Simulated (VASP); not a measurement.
PbF2, 3 atoms in the cell. It takes space group I4/mmm (No. 139, tetragonal). Conventional cell: a = 4.563 Å, b = 4.563 Å, c = 5.033 Å, α = 90.00°, β = 90.00°, γ = 90.00°. Pb (site symmetry 4/mmm) has 8 F at 2.61 Å within 3.4 Å. F (site symmetry -4m2) has 6 F at 2.52 to 3.23 Å and 4 Pb at 2.61 Å within 3.3 Å.  This cell differs from its parent crystal: ratio of the length along z to the lengths across it x 0.78, volume and fractional coordinates fixed.

```yaml
Program: VASP 6.6.1
Task: single point
Functional: PBE
Potentials_or_basis: VASP PAW PBE potentials, release 64 (Pb_d, F)
Cutoff: 520 eV
k_mesh: 8 × 8 × 8
Occupations: gaussian, width 0.05 eV
Spin: no spin polarisation
Dipole_correction: no
Further_INCAR_settings: ALGO = Normal; EDIFF = 1e-06; NBANDS = 21
```

Potentials or basis: VASP PAW PBE potentials, release 64 (Pb_d, F).

Launch:

```sh
$ cat potpaw_PBE.64/Pb_d/POTCAR potpaw_PBE.64/F/POTCAR > POTCAR
$ mpirun -np 1 vasp_std > vasp.out
```

Hardware: 1 thread of Intel(R) Xeon(R) Platinum 8488C (Sapphire Rapids), with other jobs on the host.

Q: How long does it take, and how much memory?

A: It took 71 s on 1 thread of Intel(R) Xeon(R) Platinum 8488C (Sapphire Rapids), with other jobs on the host, peak memory 0.21 GiB. Counts: scf iterations 14, k points 59.
